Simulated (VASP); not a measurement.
Crystal: TlPbF3.

```xyz
5
Lattice="4.9693 0.0000 0.0000 0.0000 4.9693 0.0000 0.0000 0.0000 4.9693" Properties=species:S:1:pos:R:3 pbc="T T T"
Tl    0.0000    0.0000    0.0000
Pb    2.4847    2.4847    2.4847
F     2.4847    2.4847    0.0000
F     2.4847    0.0000    2.4847
F     0.0000    2.4847    2.4847
```

This cell differs from its parent crystal: strain +4.0%.

Base run:

* Program: VASP 6.6.1
* Functional: PBE
* Potentials or basis: VASP PAW PBE potentials, release 64 (Tl_d, Pb_d, F)
* Cutoff: 520 eV
* k mesh: 6 × 6 × 6
* Occupations: fermi-dirac, width 0.02 eV
* Spin: no spin polarisation

Its results: band gap on the k mesh 2.18 eV (least direct gap 2.97 eV); pressure -2.5 GPa.

**Question.** The run is repeated on the same cell with these changes: functional from PBE to r2SCAN; occupations from fermi-dirac, width 0.02 eV to gaussian, width 0.01 eV. What comes out?

**Answer.** Band gap on the k mesh 2.47 eV (least direct gap 3.29 eV); pressure -4.3 GPa.

Caveats: spin-orbit coupling is left out, which moves the levels of the heavy elements; the cell stands under tension (at least some runs); the PAW data sets were made with another functional, which shifts forces and pressure a little (at least some runs).

A k mesh can miss the band edges.
